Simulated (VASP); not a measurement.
# MoS2 in VASP: a series of runs

Runs on MoS2. Level: PBEsol. Tasks: single point.

Everything below comes from runs of VASP 6.6.1. Logs are shortened: lines on timing, memory, paths and dates and some standing lists are left out, and cuts for length are marked.

**1. The cell of the first run**

The cell holds a slab with vacuum, 3 atoms: a = 3.119 Å, b = 3.119 Å, c = 16.981 Å, α = 90.00°, β = 90.00°, γ = 120.00°.

**2. Single point, PBEsol**

INCAR reads:

```
SYSTEM = MoS2
PREC = Accurate
ENCUT = 520
EDIFF = 1E-7
ISMEAR = -1
SIGMA = 0.1
LREAL = .FALSE.
LASPH = .TRUE.
NELM = 60
ALGO = Normal
ISIF = 2
LWAVE = .FALSE.
LCHARG = .FALSE.
GGA = PS
NBANDS = 20
```

KPOINTS reads:

```
Automatic mesh
0
G
  8 8 2
  0 0 0
```

POSCAR reads:

```
MoS2
1.0
    3.1191295163      0.0000000000      0.0000000000
   -1.5595598602      2.7012380824      0.0000000000
    0.0000000000      0.0000000000     16.9807333601
Mo S
1 2
Direct
    0.0000000000      0.0000000000      0.0000000000
    0.3333333333      0.6666666667      0.0894900000
    0.3333333333      0.6666666667      0.9105100000
```

Potentials or basis: VASP PAW PBE potentials, release 64 (Mo_sv, S).

The run is started by

```
$ cat potpaw_PBE.64/Mo_sv/POTCAR potpaw_PBE.64/S/POTCAR > POTCAR
$ mpirun -np 1 vasp_std > vasp.out
```

OUTCAR:

```text
SYSTEM = MoS2
   PREC = Accurate
   ENCUT = 520
   EDIFF = 1E-7
   ISMEAR = -1
   LREAL = .FALSE.
   LASPH = .TRUE.
   NELM = 60
   ISIF = 2
   GGA = PS

 ion  position               nearest neighbor table
   1  0.000  0.000  0.000-   2 2.36   3 2.36   2 2.36   3 2.36   2 2.36   3 2.36
   2  0.333  0.667  0.089-   1 2.36   1 2.36   1 2.36
   3  0.333  0.667  0.911-   1 2.36   1 2.36   1 2.36

  LATTYP: Found a hexagonal cell.
 ALAT       =     3.1191295163
 C/A-ratio  =     5.4440616433

  Lattice vectors:

 A1 = (   3.1191295163,   0.0000000000,   0.0000000000)
 A2 = (  -1.5595598602,   2.7012380824,   0.0000000000)
 A3 = (   0.0000000000,   0.0000000000,  16.9807333601)

Analysis of symmetry for initial positions (statically):
=====================================================================
 Subroutine PRICEL returns:
 Original cell was already a primitive cell.

 Routine SETGRP: Setting up the symmetry group for a
 hexagonal supercell.

 Subroutine GETGRP returns: Found 12 space group operations
 (whereof 12 operations were pure point group operations)
 out of a pool of 24 trial point group operations.

The static configuration has the point symmetry D_3h.

Analysis of symmetry for dynamics (positions and initial velocities):
=====================================================================
 Subroutine PRICEL returns:
 Original cell was already a primitive cell.

 Routine SETGRP: Setting up the symmetry group for a
 hexagonal supercell.

 Subroutine GETGRP returns: Found 12 space group operations
 (whereof 12 operations were pure point group operations)
 out of a pool of 24 trial point group operations.

The dynamic configuration has the point symmetry D_3h.

 Subroutine INISYM returns: Found 12 space group operations
 (whereof 12 operations are pure point group operations),
 and found     1 'primitive' translations

----------------------------------------------------------------------------------------

                                     Primitive cell

  volume of cell :     143.0714

  direct lattice vectors                    reciprocal lattice vectors
     3.119129516  0.000000000  0.000000000     0.320602269  0.185099726  0.000000000
    -1.559559860  2.701238082  0.000000000     0.000000000  0.370200615  0.000000000
     0.000000000  0.000000000 16.980733360     0.000000000  0.000000000  0.058890272

  length of vectors
     3.119129516  3.119120731 16.980733360     0.370199573  0.370200615  0.058890272

[... 75 lines left out ...]
   ENCUT  =  520.0 eV  38.22 Ry    6.18 a.u.   5.80  5.80 31.57*2*pi/ulx,y,z
   NELM   =     60;   NELMIN=  2; NELMDL= -5     # of ELM steps
   EDIFF  = 0.1E-06   stopping-criterion for ELM
   LREAL  =      F    real-space projection
   EDIFFG = 0.1E-05   stopping-criterion for IOM
   NSW    =      0    number of steps for IOM
   IBRION =     -1    ionic relax: 0-MD 1-quasi-New 2-CG
   NFREE  =      0    steps in history (QN), initial steepest desc. (CG)
   ISIF   =      2    stress and relaxation
   ISYM   =      2    0-nonsym 1-usesym 2-fastsym
   POTIM  = 0.5000    time-step for ionic-motion
   TEBEG  =    0.0;   TEEND  =   0.0 temperature during run
   PSTRESS=    0.0 pullay stress
   NELECT =      26.0000    total number of electrons
   NUPDOWN=      -1.0000    fix difference up-down
   EMIN   =  10.00;   EMAX   =-10.00  energy-range for DOS
   EFERMI =   0.00;   METHOD = LEGACY
   ISMEAR =    -1;   SIGMA  =   0.10  broadening in eV -4-tet -1-fermi 0-gaus
   EFERMI_NEDOS =   21; number of points for ismear=-14 and -15
   IALGO  =     38    algorithm
   IMIX   =      4    mixing-type and parameters
     AMIX     =   0.40;   BMIX     =  1.00
     AMIX_MAG =   1.60;   BMIX_MAG =  1.00
  volume/ion in A,a.u.               =      47.69       321.83
  Fermi-wavevector in a.u.,A,eV,Ry     =   0.927289  1.752322 11.699169  0.859865
  Thomas-Fermi vector in A             =   2.053343
   LORBIT       =      0    0 simple, 1 ext, 2 COOP (PROOUT), +10 PAW based schemes
   GGA     = PS    functional components
   LHFCALC =     F    Hartree Fock is set to
   AEXX    =    0.0000 exact exchange contribution
   IVDW    =     0    specifies the selected vdW correction
   LEPSILON=     F    determine dielectric tensor
   LRPA    =     F    only Hartree local field effects (RPA)
 non-spin polarized calculation
  energy-cutoff  :      520.00
  volume of cell :      143.07
 maximum number of plane-waves:      3876
 NGX is ok and might be reduce to    24
   NGX = 11   NGY = 11   NGZ = 63

 number of electron      26.0000008 magnetization

 Free energy of the ion-electron system (eV)
  ---------------------------------------------------
  ext. energy  EPLUGINS =         0.00000000
  ---------------------------------------------------
  free energy    TOTEN  =       -23.37645946 eV

  energy without entropy =      -23.37643779  energy(sigma->0) =      -23.37644862

 E-fermi :  -0.2638     XC(G=0):  -4.5530

 val. band max:       -1.1996020313   @ k =   0.0000   0.0000   0.0000
 cond. band min:       0.7644906100   @ k =   0.3750   0.2500   0.5000
 fundamental gap:      1.9640926413
 Fermi energy:        -0.2637687977

 k-point     1 :       0.0000    0.0000    0.0000
  band No.  band energies     occupation
      1     -61.8698      2.00000
      2     -36.1157      2.00000
      3     -35.8306      2.00000
      4     -35.8306      2.00000
      5     -15.6449      2.00000
      6     -14.1220      2.00000
[... 449 lines left out ...]
     19       7.1857      0.00000
     20       8.3573      0.00000

------------------------ aborting loop because EDIFF is reached ----------------------------------------

  FORCE on cell =-STRESS in cart. coord.  units (eV):
  Direction    XX          YY          ZZ          XY          YZ          ZX
  --------------------------------------------------------------------------------------
  -------------------------------------------------------------------------------------
  Total        1.7197235      1.7197141      2.9057132      0.0000031     -0.0000000      0.0000000
  in kB       19.2582351     19.2581308     32.5394804      0.0000349     -0.0000000      0.0000000
  external PRESSURE =      23.6852821 kB  Pullay stress =       0.0000000 kB

 VOLUME and BASIS-vectors are now :
 -----------------------------------------------------------------------------
  energy-cutoff  :      520.00
  volume of cell :      143.07
      direct lattice vectors                 reciprocal lattice vectors
     3.119129516  0.000000000  0.000000000     0.320602269  0.185099726  0.000000000
    -1.559559860  2.701238082  0.000000000     0.000000000  0.370200615  0.000000000
     0.000000000  0.000000000 16.980733360     0.000000000  0.000000000  0.058890272

 POSITION                                       TOTAL-FORCE (eV/Angst)
 -----------------------------------------------------------------------------------
      0.00000      0.00000      0.00000         0.000000      0.000000      0.000000
      0.00000      1.80083      1.51961        -0.000000     -0.000000      0.963808
      0.00000      1.80083     15.46113        -0.000000     -0.000000     -0.963808
 -----------------------------------------------------------------------------------
    total drift:                               -0.000055     -0.000083     -0.000000

  FREE ENERGIE OF THE ION-ELECTRON SYSTEM (eV)
  ---------------------------------------------------
  free  energy   TOTEN  =       -23.3764594563 eV

  energy  without entropy=      -23.3764377869  energy(sigma->0) =      -23.37644862
```

OSZICAR:

```text
N       E                     dE             d eps       ncg     rms          rms(c)
DAV:   1     0.156767053660E+03    0.15677E+03   -0.12518E+04  1000   0.109E+03
DAV:   2    -0.147915642838E+02   -0.17156E+03   -0.16705E+03  1068   0.261E+02
DAV:   3    -0.246120640102E+02   -0.98205E+01   -0.97301E+01  1028   0.540E+01
[... 15 lines left out ...]
DAV:  19    -0.233764476556E+02   -0.20384E-04   -0.94443E-07   868   0.285E-03    0.171E-03
DAV:  20    -0.233764576678E+02   -0.10012E-04   -0.78575E-07   876   0.230E-03    0.321E-04
DAV:  21    -0.233764591108E+02   -0.14429E-05   -0.69680E-08   840   0.723E-04    0.284E-04
DAV:  22    -0.233764594061E+02   -0.29531E-06   -0.87136E-09   664   0.251E-04    0.236E-04
DAV:  23    -0.233764594563E+02   -0.50266E-07   -0.10315E-09   576   0.139E-04
   1 F= -.23376459E+02 E0= -.23376449E+02  d E =-.216694E-04
```

It took 55 s on 1 thread of AMD EPYC 9R45 (Zen 5), shared host; peak memory 0.24 GiB.

Results:

* Free energy: -23.3765 eV
* Largest force: 0.964 eV/Å
* Band gap on the k mesh: 1.96 eV (least direct gap 2.16 eV)

Forces in eV/Å, atoms in the order of the input:
```
Mo   0.000  0.000  0.000
S    0.000  0.000  0.964
S    0.000  0.000 -0.964
```

Caveat: there is no dipole correction, which matters where the two faces differ; the PAW data sets were made with another functional, which shifts forces and pressure a little.

**3. Single point, PBEsol**

This run uses another cell than the first one.

INCAR reads:

```
  PREC = Accurate
  ENCUT = 520
  EDIFF = 1E-6
  ISMEAR = -1
  SIGMA = 0.1
  LREAL = False
  LASPH = True
  NELM = 60
  ALGO = Normal
  ISIF = 2
  LWAVE = False
  LCHARG = False
  GGA = PS
  NBANDS = 20
```

KPOINTS reads:

```
Automatic mesh
0
Gamma
  8 8 2
```

POSCAR reads:

```
MoS2
1.0
    3.1410959409      0.0000000000      0.0000000000
   -1.5705430380      2.7202615125      0.0000000000
    0.0000000000      0.0000000000     17.1003199295
Mo S
1 2
Direct
    0.0000000000      0.0000000000      0.0000000000
    0.3333333333      0.6666666667      0.0894900000
    0.3333333333      0.6666666667      0.9105100000
```

Potentials or basis: VASP PAW PBE potentials, release 64 (Mo_sv, S).

The run is started by

```
$ cat potpaw_PBE.64/Mo_sv/POTCAR potpaw_PBE.64/S/POTCAR > POTCAR
$ mpirun -np 1 vasp_std > vasp.out
```

Wall time 49 s (1 thread of AMD EPYC 9R45 (Zen 5), shared host); peak memory 0.23 GiB.

The run converged. Its results:

| Item | Value |
| --- | --- |
| Free energy | -23.4093 eV |
| Largest force | 0.565 eV/Å |
| Band gap on the k mesh | 1.90 eV (least direct gap 2.10 eV) |

Forces in eV/Å, atoms in the order of the input:
```
Mo   0.000  0.000  0.000
S    0.000  0.000  0.565
S    0.000  0.000 -0.565
```

Levels at points of the mesh, in eV from the valence-band top:
| k point | band 10 | band 11 | band 12 | band 13 | band 14 | band 15 | band 16 | band 17 |
| --- | --- | --- | --- | --- | --- | --- | --- | --- |
| (0.00, 0.00, 0.00) | -1.80 | -1.61 | -1.61 | 0.00 | 2.88 | 2.88 | 3.23 | 3.23 |
| (0.50, 0.00, 0.00) | -3.36 | -1.89 | -0.99 | -0.68 | 2.35 | 2.90 | 4.01 | 4.59 |
| (0.00, 0.00, 0.50) | -1.80 | -1.61 | -1.61 | 0.00 | 2.88 | 2.88 | 3.23 | 3.23 |
| (0.50, 0.00, 0.50) | -3.36 | -1.89 | -0.99 | -0.68 | 2.35 | 2.90 | 4.01 | 4.59 |

Caveat: there is no dipole correction, which matters where the two faces differ; the PAW data sets were made with another functional, which shifts forces and pressure a little.
